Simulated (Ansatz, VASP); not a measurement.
# One calculation of HfTi2Si2, two programs

```
CELL_PARAMETERS angstrom
4.37819 0.00000 0.00000
-2.18910 3.79163 0.00000
0.00000 0.00000 7.22463
ATOMIC_POSITIONS crystal
Hf 0.66667 0.33333 0.50000
Ti 0.33333 0.66667 0.50000
Ti 0.00000 0.00000 0.00000
Si 0.66667 0.33333 0.84737
Si 0.66667 0.33333 0.15263
```

Alike in both runs: functional PBE; k mesh 6 × 6 × 2; occupations gaussian, width 0.1 eV; no spin polarisation.

Ansatz relaxed the structure, and its values are those at the end. VASP's run is a single point on that final structure, the one shown.

|  | VASP | Ansatz |
| --- | --- | --- |
| version | VASP 6.6.1 | Ansatz 0.2.0 |
| potentials or method | VASP PAW PBE potentials, release 64 (Hf_pv, Ti_sv, Si), cutoff 520 eV | scalar-relativistic, plane waves, PAW |
| valence electrons in the cell | 42 | 58 |

|  | VASP | Ansatz | Ansatz less VASP |
| --- | --- | --- | --- |
| gap on the k mesh at the Fermi level (eV) | none | none | - |
| pressure (GPa) | 0.1 | 0.0 | -0.09 |
| rms of the force components (eV/Å) | 0.023 | 0.006 | -0.0173 |

A gap of «none» marks a metal or a gap that the smearing closes. VASP's potentials hold 42 valence electrons a cell and Ansatz's 58, so a difference there can come from the potentials and not from the codes.

The k mesh is coarse, so the values compare programs but aren't converged. Neither program's run includes spin-orbit coupling.
